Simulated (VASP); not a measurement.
# TiO2 (Cmmm) in VASP: a series of runs

The runs below take TiO2 through single point, with PBEsol.

Everything below comes from runs of VASP 6.6.1. Logs are shortened: lines on timing, memory, paths and dates and some standing lists are left out, and cuts for length are marked.

## 1. The cell of the first run

The structure is orthorhombic, space group Cmmm (No. 65). Conventional cell: a = 6.469 Å, b = 6.517 Å, c = 2.939 Å, α = 90.00°, β = 90.00°, γ = 90.00°. Ti (site symmetry mmm) has 6 O at 1.94 to 1.98 Å within 2.6 Å. Ti (site symmetry mmm) has 6 O at 1.95 to 1.97 Å within 2.6 Å. O (site symmetry m2m) has 3 Ti at 1.95 to 1.98 Å and 1 O at 2.55 Å within 2.6 Å. O (site symmetry 2mm) has 3 Ti at 1.94 to 1.97 Å and 1 O at 2.53 Å within 2.6 Å.

## 2. Single point, PBEsol (strain +0.0075 x Voigt [0, 0, 0, 0, 0, 1])

Input file INCAR:

```
SYSTEM = TiO2
PREC = Accurate
ENCUT = 520
EDIFF = 1E-6
ISMEAR = 0
SIGMA = 0.05
LREAL = .False.
LASPH = .True.
NELM = 60
ALGO = Normal
ISIF = 2
LWAVE = .False.
LCHARG = .False.
GGA = PS
NBANDS = 33
```

Input file KPOINTS:

```
Automatic mesh
0
Gamma
  6 6 10
  0 0 0
```

Input file POSCAR:

```
TiO2
1.0
    4.5912476203      0.0172171786      0.0000000000
    0.0172171786      4.5912476203      0.0000000000
    0.0000000000      0.0000000000      2.9389940195
Ti O
2 4
Direct
    0.0000000000      0.0000000000      0.0000000000
    0.5000000000      0.5000000000      0.5000000000
    0.3044387440      0.3044387440      0.0000000000
    0.1955612560      0.8044387440      0.5000000000
    0.6955612560      0.6955612560      0.0000000000
    0.8044387440      0.1955612560      0.5000000000
```

Potentials or basis: VASP PAW PBE potentials, release 64 (Ti_sv, O).

The run is started by

```
> cat potpaw_PBE.64/Ti_sv/POTCAR potpaw_PBE.64/O/POTCAR > POTCAR
> mpirun -np 1 vasp_std > vasp.out
```

OUTCAR:

```text
SYSTEM = TiO2
   PREC = Accurate
   ENCUT = 520
   EDIFF = 1E-6
   ISMEAR = 0
   LREAL = .False.
   LASPH = .True.
   NELM = 60
   ISIF = 2
   GGA = PS

 ion  position               nearest neighbor table
   1  0.000  0.000  0.000-   4 1.94   6 1.94   4 1.94   6 1.94   5 1.98   3 1.98
   2  0.500  0.500  0.500-   3 1.95   5 1.95   3 1.95   5 1.95   4 1.97   6 1.97
   3  0.304  0.304  0.000-   2 1.95   2 1.95   1 1.98
   4  0.196  0.804  0.500-   1 1.94   1 1.94   2 1.97
   5  0.696  0.696  0.000-   2 1.95   2 1.95   1 1.98
   6  0.804  0.196  0.500-   1 1.94   1 1.94   2 1.97

  LATTYP: Found a base centered orthorhombic cell.
 ALAT       =     6.4686558854
 B/A-ratio  =     1.0075282309
 C/A-ratio  =     0.4543438500

  Lattice vectors:

 A1 = (  -0.0172171786,  -4.5912476203,   0.0000000000)
 A2 = (   4.5912476203,   0.0172171786,   0.0000000000)
 A3 = (   0.0000000000,   0.0000000000,   2.9389940195)

Analysis of symmetry for initial positions (statically):
=====================================================================
 Subroutine PRICEL returns:
 Original cell was already a primitive cell.

 Routine SETGRP: Setting up the symmetry group for a
 base centered orthorhombic supercell.

 Subroutine GETGRP returns: Found  8 space group operations
 (whereof  8 operations were pure point group operations)
 out of a pool of  8 trial point group operations.

The static configuration has the point symmetry D_2h.

Analysis of symmetry for dynamics (positions and initial velocities):
=====================================================================
 Subroutine PRICEL returns:
 Original cell was already a primitive cell.

 Routine SETGRP: Setting up the symmetry group for a
 base centered orthorhombic supercell.

 Subroutine GETGRP returns: Found  8 space group operations
 (whereof  8 operations were pure point group operations)
 out of a pool of  8 trial point group operations.

The dynamic configuration has the point symmetry D_2h.

 Subroutine INISYM returns: Found  8 space group operations
 (whereof  8 operations are pure point group operations),
 and found     1 'primitive' translations

----------------------------------------------------------------------------------------

                                     Primitive cell

  volume of cell :      61.9518

  direct lattice vectors                    reciprocal lattice vectors
     4.591247620  0.017217179  0.000000000     0.217808784 -0.000816783  0.000000000
     0.017217179  4.591247620  0.000000000    -0.000816783  0.217808784  0.000000000
     0.000000000  0.000000000  2.938994019     0.000000000  0.000000000  0.340252479

  length of vectors
     4.591279902  4.591279902  2.938994019     0.217810316  0.217810316  0.340252479

  position of ions in fractional coordinates (direct lattice)
     0.000000000  0.000000000  0.000000000
     0.500000000  0.500000000  0.500000000
     0.304438744  0.304438744  0.000000000
     0.195561256  0.804438744  0.500000000
     0.695561256  0.695561256  0.000000000
     0.804438744  0.195561256  0.500000000

  ion indices of the primitive-cell ions
   primitive index   ion index
                 1           1
                 2           2
                 3           3
                 4           4
                 5           5
                 6           6

----------------------------------------------------------------------------------------

 KPOINTS: Automatic mesh

Automatic generation of k-mesh.
 Grid dimensions read from file:
 generate k-points for:    6    6   10

 Generating k-lattice:

  Cartesian coordinates                     Fractional coordinates (reciprocal lattice)
     0.036301464 -0.000136130  0.000000000     0.166666667 -0.000000000  0.000000000
    -0.000136130  0.036301464  0.000000000    -0.000000000  0.166666667  0.000000000
     0.000000000  0.000000000  0.034025248     0.000000000  0.000000000  0.100000000

  Length of vectors
     0.036301719  0.036301719  0.034025248

  Shift w.r.t. Gamma in fractional coordinates (k-lattice)
[... 47 lines left out ...]
  ext. energy  EPLUGINS =         0.00000000
  ---------------------------------------------------
  free energy    TOTEN  =       -56.09584113 eV

  energy without entropy =      -56.09584113  energy(sigma->0) =      -56.09584113

 E-fermi :   5.1916     XC(G=0): -11.7427

 val. band max:        4.8015353903   @ k =   0.0000   0.0000   0.0000
 cond. band min:       6.6428231801   @ k =   0.0000   0.0000   0.0000
 fundamental gap:      1.8412877898
 Fermi energy:         5.1915680220

 k-point     1 :       0.0000    0.0000    0.0000
  band No.  band energies     occupation
      1     -51.8293      2.00000
      2     -51.7942      2.00000
      3     -28.2671      2.00000
      4     -28.2379      2.00000
      5     -28.0767      2.00000
      6     -28.0763      2.00000
[... 25 lines left out ...]
     32      11.4990      0.00000
     33      11.6510      0.00000

 k-point     2 :       0.1667    0.0000    0.0000
  band No.  band energies     occupation
      1     -51.8287      2.00000
      2     -51.7948      2.00000
      3     -28.2574      2.00000
      4     -28.2280      2.00000
      5     -28.0879      2.00000
      6     -28.0869      2.00000
[... 25 lines left out ...]
     32      11.4129      0.00000
     33      11.4682      0.00000

 k-point     3 :       0.3333   -0.0000    0.0000
  band No.  band energies     occupation
      1     -51.8274      2.00000
      2     -51.7960      2.00000
      3     -28.2329      2.00000
      4     -28.2012      2.00000
      5     -28.1169      2.00000
      6     -28.1138      2.00000
[... 25 lines left out ...]
     32      11.2297      0.00000
     33      11.2956      0.00000

 k-point     4 :       0.5000    0.0000    0.0000
  band No.  band energies     occupation
      1     -51.8267      2.00000
      2     -51.7967      2.00000
      3     -28.2150      2.00000
      4     -28.1746      2.00000
      5     -28.1440      2.00000
      6     -28.1334      2.00000
[... 673 lines left out ...]
     32      11.0150      0.00000
     33      11.3397      0.00000

 k-point    23 :       0.3333    0.3333    0.1000
  band No.  band energies     occupation
      1     -51.8226      2.00000
      2     -51.7922      2.00000
      3     -28.2636      2.00000
      4     -28.2012      2.00000
      5     -28.1089      2.00000
      6     -28.0797      2.00000
[... 25 lines left out ...]
     32      10.9210      0.00000
     33      11.3773      0.00000

 k-point    24 :       0.5000    0.3333    0.1000
  band No.  band energies     occupation
      1     -51.8224      2.00000
      2     -51.7924      2.00000
      3     -28.2555      2.00000
      4     -28.2288      2.00000
      5     -28.0894      2.00000
      6     -28.0785      2.00000
[... 25 lines left out ...]
     32      10.8180      0.00000
     33      11.3001      0.00000

 [... further k-points ...]
[... 5 lines left out ...]
  --------------------------------------------------------------------------------------
  -------------------------------------------------------------------------------------
  Total        0.2168720      0.2168720      0.3293770     -0.6715818      0.0000000      0.0000000
  in kB        5.6086727      5.6086727      8.5182395    -17.3682273      0.0000000      0.0000000
  external PRESSURE =       6.5785283 kB  Pullay stress =       0.0000000 kB

 VOLUME and BASIS-vectors are now :
 -----------------------------------------------------------------------------
  energy-cutoff  :      520.00
  volume of cell :       61.95
      direct lattice vectors                 reciprocal lattice vectors
     4.591247620  0.017217179  0.000000000     0.217808784 -0.000816783  0.000000000
     0.017217179  4.591247620  0.000000000    -0.000816783  0.217808784  0.000000000
     0.000000000  0.000000000  2.938994019     0.000000000  0.000000000  0.340252479

 POSITION                                       TOTAL-FORCE (eV/Angst)
 -----------------------------------------------------------------------------------
      0.00000      0.00000      0.00000        -0.000000      0.000000      0.000000
      2.30423      2.30423      1.46950        -0.000000      0.000000      0.000000
      1.40300      1.40300      0.00000        -0.026012     -0.026012      0.000000
      0.91172      3.69674      1.46950         0.007820     -0.007820     -0.000000
      3.20547      3.20547      0.00000         0.026012      0.026012      0.000000
      3.69674      0.91172      1.46950        -0.007820      0.007820      0.000000
 -----------------------------------------------------------------------------------
    total drift:                                0.000000      0.000000      0.000000

  FREE ENERGIE OF THE ION-ELECTRON SYSTEM (eV)
  ---------------------------------------------------
  free  energy   TOTEN  =       -56.0958411327 eV

  energy  without entropy=      -56.0958411327  energy(sigma->0) =      -56.09584113
```

It took 1.9 min on 1 thread of Intel Xeon 6975P-C, shared host; peak memory 0.25 GiB.

Results:

```
Free energy            : -56.0958 eV
Pressure               : 0.7 GPa
Largest force          : 0.037 eV/Å
Band gap on the k mesh : 1.84 eV, direct
```

Forces on the atoms (eV/Å):
```
Ti   0.000  0.000  0.000
Ti   0.000  0.000  0.000
O   -0.026 -0.026  0.000
O    0.008 -0.008  0.000
O    0.026  0.026  0.000
O   -0.008  0.008  0.000
```

Stress tensor (GPa, compression positive):
```
 0.56 -1.74  0.00
-1.74  0.56  0.00
 0.00  0.00  0.85
```

Levels at points of the mesh, in eV from the valence-band top:
| k point | band 20 | band 21 | band 22 | band 23 | band 24 | band 25 | band 26 | band 27 | band 28 | band 29 |
| --- | --- | --- | --- | --- | --- | --- | --- | --- | --- | --- |
| (0.00, 0.00, 0.00) | -1.97 | -0.68 | -0.47 | -0.44 | 0.00 | 1.84 | 2.12 | 2.42 | 2.50 | 2.52 |
| (0.50, 0.00, 0.00) | -3.07 | -1.68 | -1.59 | -0.76 | -0.76 | 2.53 | 2.53 | 3.03 | 3.07 | 3.60 |
| (0.50, 0.50, 0.00) | -2.20 | -1.33 | -1.25 | -1.09 | -1.08 | 1.86 | 1.89 | 2.53 | 2.55 | 3.87 |
| (0.00, 0.00, 0.50) | -2.80 | -2.45 | -2.40 | -1.48 | -1.41 | 2.97 | 3.01 | 3.21 | 3.26 | 3.69 |
| (0.50, 0.00, 0.50) | -2.39 | -2.12 | -2.05 | -1.07 | -1.04 | 1.88 | 1.88 | 3.23 | 3.29 | 3.93 |
| (0.50, 0.50, 0.50) | -2.77 | -1.36 | -1.26 | -0.69 | -0.67 | 2.56 | 2.63 | 3.21 | 3.22 | 3.26 |

Caveat: the cell differs from its parent crystal (strain +0.0075 x Voigt [0, 0, 0, 0, 0, 1]); the PAW data sets were made with another functional, which shifts forces and pressure a little.

## 3. Single point, PBEsol (strain +0.0025 x Voigt [0, 0, 0, 0, 0, 1])

Input file INCAR:

```
SYSTEM = TiO2
ALGO     = Normal         ! electronic algorithm
EDIFF    = 1E-6           ! SCF threshold, eV
ENCUT    = 520            ! plane-wave cutoff, eV
GGA      = PS             ! functional
ISIF     = 2              ! what is computed and relaxed
ISMEAR   = 0              ! smearing method
LASPH    = .True.         ! aspherical terms in the spheres
LCHARG   = .False.        ! write CHGCAR
LREAL    = .False.        ! projectors in reciprocal space
LWAVE    = .False.        ! write WAVECAR
NBANDS   = 33             ! bands
NELM     = 60             ! most SCF steps
PREC     = Accurate       ! precision mode
SIGMA    = 0.05           ! smearing width, eV
```

Input file KPOINTS:

```
k-points
0
Gamma
  6 6 10
  0 0 0
```

Edit POSCAR of step 2 so:

```diff
@@ -2,4 +2,4 @@
 1.0
-    4.5912476203      0.0172171786      0.0000000000
-    0.0172171786      4.5912476203      0.0000000000
+    4.5912476203      0.0057390595      0.0000000000
+    0.0057390595      4.5912476203      0.0000000000
     0.0000000000      0.0000000000      2.9389940195
```

Potentials or basis: VASP PAW PBE potentials, release 64 (Ti_sv, O).

The run is started by

```
> cat potpaw_PBE.64/Ti_sv/POTCAR potpaw_PBE.64/O/POTCAR > POTCAR
> mpirun -np 1 vasp_std > vasp.out
```

It took 2.1 min on 1 thread of Intel Xeon 6975P-C, shared host; peak memory 0.26 GiB.

Results (log left out):

| Property | Result |
| --- | --- |
| Free energy | -56.0981 eV |
| Pressure | 0.7 GPa |
| Largest force | 0.029 eV/Å |
| Band gap on the k mesh | 1.84 eV, direct |

Forces on the atoms (eV/Å):
```
Ti   0.000  0.000  0.000
Ti   0.000  0.000  0.000
O   -0.020 -0.020  0.000
O    0.014 -0.014  0.000
O    0.020  0.020  0.000
O   -0.014  0.014  0.000
```

Stress tensor (GPa, compression positive):
```
 0.59 -0.58  0.00
-0.58  0.59  0.00
 0.00  0.00  0.87
```

Levels at points of the mesh, in eV from the valence-band top:
| k point | band 22 | band 23 | band 24 | band 25 | band 26 | band 27 |
| --- | --- | --- | --- | --- | --- | --- |
| (0.00, 0.00, 0.00) | -0.46 | -0.45 | 0.00 | 1.84 | 2.12 | 2.42 |
| (0.50, 0.00, 0.00) | -1.62 | -0.76 | -0.76 | 2.52 | 2.52 | 3.04 |
| (0.50, 0.50, 0.00) | -1.28 | -1.08 | -1.08 | 1.87 | 1.88 | 2.53 |
| (0.00, 0.00, 0.50) | -2.42 | -1.46 | -1.44 | 2.98 | 3.00 | 3.23 |
| (0.50, 0.00, 0.50) | -2.07 | -1.06 | -1.05 | 1.88 | 1.88 | 3.25 |
| (0.50, 0.50, 0.50) | -1.29 | -0.68 | -0.68 | 2.58 | 2.61 | 3.21 |

Caveat: the cell differs from its parent crystal (strain +0.0025 x Voigt [0, 0, 0, 0, 0, 1]); the PAW data sets were made with another functional, which shifts forces and pressure a little. A k mesh can miss the band edges.

## 4. Single point, PBEsol (strain -0.0200 x Voigt [0, 0, 0, 0, 0, 1])

Input file INCAR:

```
SYSTEM = TiO2
PREC     = Accurate       ! precision mode
ENCUT    = 520            ! plane-wave cutoff, eV
EDIFF    = 1E-7           ! SCF threshold, eV
ISMEAR   = 0              ! smearing method
SIGMA    = 0.05           ! smearing width, eV
LREAL    = .False.        ! projectors in reciprocal space
LASPH    = .True.         ! aspherical terms in the spheres
NELM     = 80             ! most SCF steps
ALGO     = Normal         ! electronic algorithm
ISIF     = 2              ! what is computed and relaxed
LWAVE    = .False.        ! write WAVECAR
LCHARG   = .False.        ! write CHGCAR
GGA      = PS             ! functional
NBANDS   = 33             ! bands
```

Input file KPOINTS:

```
Automatic mesh
0
Gamma
  6 6 10
  0 0 0
```

Edit POSCAR of step 3 so:

```diff
@@ -2,4 +2,4 @@
 1.0
-    4.5912476203      0.0057390595      0.0000000000
-    0.0057390595      4.5912476203      0.0000000000
+    4.5912476203     -0.0459124762      0.0000000000
+   -0.0459124762      4.5912476203      0.0000000000
     0.0000000000      0.0000000000      2.9389940195
```

The run is started by

```
> cat potpaw_PBE.64/Ti_sv/POTCAR potpaw_PBE.64/O/POTCAR > POTCAR
> mpirun -np 1 vasp_std > vasp.out
```

It took 5.1 min on 1 thread of AMD EPYC 7R13 (Zen 3), shared host; peak memory 0.22 GiB.

It converged, with:

| Property | Result |
| --- | --- |
| Free energy | -56.0804 eV |
| Pressure | 0.8 GPa |
| Largest force | 0.052 eV/Å |
| Band gap on the k mesh | 1.84 eV, indirect (the least direct gap lies 3.3 meV higher) |

Forces on the atoms (eV/Å):
```
Ti   0.000  0.000  0.000
Ti   0.000  0.000  0.000
O    0.012  0.012  0.000
O    0.037 -0.037  0.000
O   -0.012 -0.012  0.000
O   -0.037  0.037  0.000
```

Stress tensor (GPa, compression positive):
```
0.70 4.63 0.00
4.63 0.70 0.00
0.00 0.00 0.96
```

Levels at points of the mesh, in eV from the valence-band top:
| k point | band 22 | band 23 | band 24 | band 25 | band 26 | band 27 |
| --- | --- | --- | --- | --- | --- | --- |
| (0.00, 0.00, 0.00) | -0.49 | -0.42 | 0.00 | 1.84 | 2.12 | 2.42 |
| (0.50, 0.00, 0.00) | -1.52 | -0.76 | -0.75 | 2.53 | 2.53 | 2.99 |
| (0.50, 0.50, 0.00) | -1.19 | -1.09 | -1.08 | 1.84 | 1.91 | 2.51 |
| (0.00, 0.00, 0.50) | -2.36 | -1.54 | -1.34 | 2.93 | 3.05 | 3.16 |
| (0.50, 0.00, 0.50) | -1.99 | -1.10 | -1.01 | 1.88 | 1.89 | 3.19 |
| (0.50, 0.50, 0.50) | -1.18 | -0.70 | -0.66 | 2.51 | 2.69 | 3.21 |

Caveat: the cell differs from its parent crystal (strain -0.0200 x Voigt [0, 0, 0, 0, 0, 1]); the PAW data sets were made with another functional, which shifts forces and pressure a little. A k mesh can miss the band edges.

## 5. Single point, PBEsol (strain +0.0150 x Voigt [0, 0, 0, 0, 0, 1])

Input file INCAR:

```
ALGO     = Normal         # electronic algorithm
EDIFF    = 1E-7           # SCF threshold, eV
ENCUT    = 520            # plane-wave cutoff, eV
GGA      = PS             # functional
ISIF     = 2              # what is computed and relaxed
ISMEAR   = 0              # smearing method
LASPH    = T              # aspherical terms in the spheres
LCHARG   = T              # write CHGCAR
LELF     = T              # ELF
LREAL    = F              # projectors in reciprocal space
LVHAR    = T            
LWAVE    = F              # write WAVECAR
NBANDS   = 33             # bands
NELM     = 80             # most SCF steps
PREC     = Accurate       # precision mode
SIGMA    = 0.05           # smearing width, eV
```

Input file KPOINTS:

```
k-points
0
Gamma
  6 6 10
```

Edit POSCAR of step 4 so:

```diff
@@ -2,4 +2,4 @@
 1.0
-    4.5912476203     -0.0459124762      0.0000000000
-   -0.0459124762      4.5912476203      0.0000000000
+    4.5912476203      0.0344343572      0.0000000000
+    0.0344343572      4.5912476203      0.0000000000
     0.0000000000      0.0000000000      2.9389940195
```

The run is started by

```
> cat potpaw_PBE.64/Ti_sv/POTCAR potpaw_PBE.64/O/POTCAR > POTCAR
> mpirun -np 1 vasp_std > vasp.out
```

It took 4.8 min on 1 thread of AMD EPYC 7R13 (Zen 3), shared host; peak memory 0.22 GiB.

Results (log left out):

| Property | Result |
| --- | --- |
| Free energy | -56.0883 eV |
| Pressure | 0.7 GPa |
| Largest force | 0.047 eV/Å |
| Band gap on the k mesh | 1.84 eV, direct |

Forces in eV/Å, atoms in the order of the input:
```
Ti   0.000  0.000  0.000
Ti   0.000  0.000  0.000
O   -0.033 -0.033  0.000
O   -0.004  0.004  0.000
O    0.033  0.033  0.000
O    0.004 -0.004  0.000
```

Stress tensor (GPa, compression positive):
```
 0.65 -3.48  0.00
-3.48  0.65  0.00
 0.00  0.00  0.92
```

Levels at points of the mesh, in eV from the valence-band top:
| k point | band 21 | band 22 | band 23 | band 24 | band 25 | band 26 | band 27 | band 28 |
| --- | --- | --- | --- | --- | --- | --- | --- | --- |
| (0.00, 0.00, 0.00) | -0.68 | -0.48 | -0.43 | 0.00 | 1.84 | 2.12 | 2.42 | 2.49 |
| (0.50, 0.00, 0.00) | -1.72 | -1.55 | -0.76 | -0.75 | 2.53 | 2.53 | 3.01 | 3.10 |
| (0.50, 0.50, 0.00) | -1.36 | -1.21 | -1.09 | -1.08 | 1.85 | 1.90 | 2.52 | 2.56 |
| (0.00, 0.00, 0.50) | -2.48 | -2.38 | -1.52 | -1.37 | 2.94 | 3.03 | 3.18 | 3.29 |
| (0.50, 0.00, 0.50) | -2.15 | -2.02 | -1.09 | -1.02 | 1.88 | 1.89 | 3.21 | 3.31 |
| (0.50, 0.50, 0.50) | -1.41 | -1.21 | -0.69 | -0.66 | 2.53 | 2.66 | 3.21 | 3.22 |

Caveat: the cell differs from its parent crystal (strain +0.0150 x Voigt [0, 0, 0, 0, 0, 1]); the PAW data sets were made with another functional, which shifts forces and pressure a little. A k mesh can miss the band edges.

## 6. Overview

```csv
cell,gap on the mesh (eV),pressure (GPa),largest force (eV/Å)
"a = 4.591, b = 4.591, c = 2.939 Å, angles 90.0, 90.0, 89.6°, 6 atoms",1.84,0.7,0.04
"a = 4.591, b = 4.591, c = 2.939 Å, angles 90.0, 90.0, 89.9°, 6 atoms",1.84,0.7,0.03
"a = 4.591, b = 4.591, c = 2.939 Å, angles 90.0, 90.0, 91.1°, 6 atoms",1.84,0.8,0.05
"a = 4.591, b = 4.591, c = 2.939 Å, angles 90.0, 90.0, 89.1°, 6 atoms",1.84,0.7,0.05
```

Alike in all rows: task single point; level PBEsol; potentials or basis VASP PAW PBE potentials, release 64 (Ti_sv, O); no spin polarisation; k mesh 6 × 6 × 10; cutoff (eV) 520; smearing gaussian 0.05 eV.

Caveats: the PAW data sets were made with another functional, which shifts forces and pressure a little.

Total energies depend on the potentials used, so only differences within one code and one set of settings carry meaning.
